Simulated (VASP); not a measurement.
A run of VASP 6.6.1 is set up as follows.

Contents of INCAR:

```
SYSTEM = ZnSe
ALGO = Normal
EDIFF = 1E-6
ENCUT = 520
ISIF = 2
ISMEAR = -1
LASPH = .TRUE.
LCHARG = .FALSE.
LREAL = .FALSE.
LWAVE = .FALSE.
NBANDS = 16
NELM = 80
PREC = Accurate
SIGMA = 0.03
```

KPOINTS

```
k-points
0
G
  8 8 8
  0 0 0
```

The input POSCAR:

```
ZnSe
1.0
    0.0000000000      2.8338000000      2.7487860000
    2.8338000000      0.0000000000      2.7487860000
    2.8338000000      2.8338000000      0.0000000000
Zn Se
1 1
Direct
    0.0000000000      0.0000000000      0.0000000000
    0.7500000000      0.7500000000      0.7500000000
```

Potentials or basis: VASP PAW LDA potentials, release 64 (Zn, Se).

Launch:

```sh
$ cat potpaw_LDA.64/Zn/POTCAR potpaw_LDA.64/Se/POTCAR > POTCAR
$ mpirun -np 1 vasp_std > vasp.out
```

Task: Predict the band gap on the k mesh.

Result: 1.12 eV.

Task: What does it give for the pressure?

Result: -1.2 GPa.

Stress tensor (GPa, compression positive):
```
-1.62  0.00  0.00
 0.00 -1.62  0.00
 0.00  0.00 -0.50
```

Caveat: the cell differs from its parent crystal (zz strain of -3 %).
